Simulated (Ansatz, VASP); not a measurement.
Given: the input of a run of VASP 6.6.1 on SiNi.

Contents of INCAR:

```
PREC     = Accurate       # precision mode
ENCUT    = 520            # plane-wave cutoff, eV
EDIFF    = 1E-7           # SCF threshold, eV
ISMEAR   = -1             # smearing method
SIGMA    = 0.05           # smearing width, eV
LREAL    = F              # projectors in reciprocal space
LASPH    = T              # aspherical terms in the spheres
NELM     = 150            # most SCF steps
ALGO     = Normal         # electronic algorithm
ISIF     = 2              # what is computed and relaxed
LWAVE    = F              # write WAVECAR
LCHARG   = F              # write CHGCAR
ISPIN    = 2              # spin polarisation
MAGMOM   = 1 1 1 1 0 0 0 0 # initial moments
LORBIT   = 11             # projections on sites
LMAXMIX  = 4              # l up to which the mixer works
GGA      = PS             # functional
NBANDS   = 42             # bands
```

Contents of KPOINTS:

```
Automatic mesh
0
Gamma
  5 7 4
```

The input POSCAR:

```
SiNi
1.0
    5.1731000000      0.0000000000      0.0000000000
    0.0000000000      3.3381000000      0.0000000000
    0.0000000000      0.0000000000      5.6049000000
Ni Si
4 4
Direct
    0.9922100000      0.7500000000      0.8124800000
    0.5077900000      0.2500000000      0.3124800000
    0.4922100000      0.7500000000      0.6875200000
    0.0077900000      0.2500000000      0.1875200000
    0.6787200000      0.2500000000      0.9175000000
    0.8212800000      0.7500000000      0.4175000000
    0.1787200000      0.2500000000      0.5825000000
    0.3212800000      0.7500000000      0.0825000000
```

Potentials or basis: VASP PAW PBE potentials, release 64 (Ni, Si).

The run is started by

```console
$ cat potpaw_PBE.64/Ni/POTCAR potpaw_PBE.64/Si/POTCAR > POTCAR
$ mpirun -np 1 vasp_std > vasp.out
```

Task: Translate it to Ansatz 0.2.0. Potentials there: Ansatz PAW.

Result: As run (the cutoff follows the program's own potentials):

Contents of input.yaml:

```yaml
crystal:
  lattice:
    - [5.1731, 0.0, 0.0]
    - [0.0, 3.3381, 0.0]
    - [0.0, 0.0, 5.6049]
  atoms:
    - { symbol: Ni, position: [0.99221, 0.75, 0.81248], spin: 1.0 }
    - { symbol: Ni, position: [0.50779, 0.25, 0.31248], spin: 1.0 }
    - { symbol: Ni, position: [0.49221, 0.75, 0.68752], spin: 1.0 }
    - { symbol: Ni, position: [0.00779, 0.25, 0.18752], spin: 1.0 }
    - { symbol: Si, position: [0.67872, 0.25, 0.9175] }
    - { symbol: Si, position: [0.82128, 0.75, 0.4175] }
    - { symbol: Si, position: [0.17872, 0.25, 0.5825] }
    - { symbol: Si, position: [0.32128, 0.75, 0.0825] }
hamiltonian:
  xc: pbesol
  pseudopotentials: { kind: paw }
magnetization:
  spin_polarized: true
kpoints:
  mp_grid: { grid: [5, 7, 4] }
scf:
  occupations: { method: fermi_dirac, width: 0.05 }
output:
  forces: true
  stress: true
  eigenvalues: true
```

Potentials or basis: Ansatz PAW.

Command:

```console
$ ansatz run input.yaml --threads 4 --pin off --max-ram 11264MiB --backend cpu --events-out ev --progress --plain --runs-dir out
```

Both were run:

|  | VASP | Ansatz | Ansatz less VASP |
| --- | --- | --- | --- |
| gap on the k mesh at the Fermi level (eV) | none | none | - |
| pressure (GPa) | -4.2 | -4.4 | -0.21 |
| traceless stress, the component that is largest in VASP (GPa) | -1.13 | -1.18 | -0.052 |
| rms of the force components (eV/Å) | 0.035 | 0.034 | -0.0010 |
| net moment per atom (μB) | 0.00 | 0.00 | 0.000 |

VASP's potentials were made for PBE, not for PBEsol. Atom by atom the forces differ by 0.005 eV/Å (rms over components). A gap of «none» marks a metal or a gap that the smearing closes. With one functional, cell and mesh, what is left measures potentials, basis and numerics. VASP's potentials hold 56 valence electrons a cell and Ansatz's 88, so a difference there can come from the potentials and not from the codes.
